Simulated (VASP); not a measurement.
B3As:

```xyz
4
Lattice="2.8335 0.0000 0.0000 0.0161 3.3035 0.0000 1.4019 0.9000 4.9640" Properties=species:S:1:pos:R:3 pbc="T T T"
B     2.5239    1.6280    1.0118
B     1.1065    0.8451    0.3997
B     2.5434    3.2782    0.6657
As    2.4686    1.9205    3.2173
```

The cell was generated, and may not be a known phase.

| Item | Value |
| --- | --- |
| Program | VASP 6.6.1 |
| Task | relaxation of cell and atoms |
| Functional | PBE |
| Potentials or basis | VASP PAW PBE potentials, release 64 (B, As) |
| Cutoff | 500 eV |
| k mesh | 16 × 14 × 10 |
| Occupations | gaussian, width 0.1 eV |
| Spin | no spin polarisation |

At the start: pressure 0.3 GPa; volume 11.62 Å³/atom.

Q: How do energy, volume and symmetry change on relaxing?

A: Over 36 steps the energy falls by 3.7 meV/atom and the volume is 11.52 Å³/atom (-0.9 %); space group P1 (No. 1, to 0.1 Å) before, Cm (No. 8, to 0.1 Å).

The path:
```tsv
step	energy change (eV)	largest force (eV/Å)	pressure (GPa)	volume (Å³)
1	0.0000	0.0982	0.26	46.47
2	-0.0072	0.1500	-0.66	46.59
3	-0.0073	0.1592	-0.70	46.60
4	-0.0088	0.2298	0.04	46.30
5	-0.0092	0.1100	-0.20	46.40
6	-0.0101	0.0753	0.25	46.22
7	-0.0101	0.0753	0.26	46.21
8	-0.0108	0.0698	0.16	46.24
9	-0.0114	0.1839	-0.15	46.34
10	-0.0116	0.1636	-0.17	46.35
11	-0.0122	0.1092	-0.24	46.36
12	-0.0122	0.1021	-0.38	46.40
13	-0.0123	0.0803	-0.32	46.38
14	-0.0126	0.0716	-0.24	46.35
15	-0.0131	0.0646	0.04	46.24
16	-0.0128	0.1319	0.60	46.02
17	-0.0132	0.0836	0.22	46.16
18	-0.0135	0.0519	0.20	46.16
19	-0.0137	0.0781	0.16	46.15
20	-0.0140	0.0342	-0.02	46.19
21	-0.0140	0.0452	-0.14	46.21
22	-0.0142	0.0398	-0.10	46.19
23	-0.0144	0.0536	0.01	46.14
24	-0.0146	0.0397	0.04	46.12
25	-0.0146	0.0399	0.04	46.12
26	-0.0147	0.0247	0.00	46.12
27	-0.0147	0.0234	-0.03	46.12
28	-0.0148	0.0243	-0.03	46.11
29	-0.0148	0.0274	-0.03	46.11
30	-0.0149	0.0199	-0.01	46.08
31	-0.0149	0.0169	-0.01	46.09
32	-0.0149	0.0138	0.02	46.07
33	-0.0149	0.0155	0.04	46.05
34	-0.0150	0.0226	-0.01	46.06
35	-0.0150	0.0192	0.00	46.06
36	-0.0150	0.0084	-0.03	46.07
```

Final structure:
```
B As
1.0
     2.86160   -0.00792    0.00561
     0.00693    3.31499    0.02662
     1.42322    0.93869    4.86661
B As
3 1
Direct
  0.78306 0.42789 0.20606
  0.34456 0.22406 0.08264
  0.81920 0.94766 0.13305
  0.56400 0.43212 0.64484
```
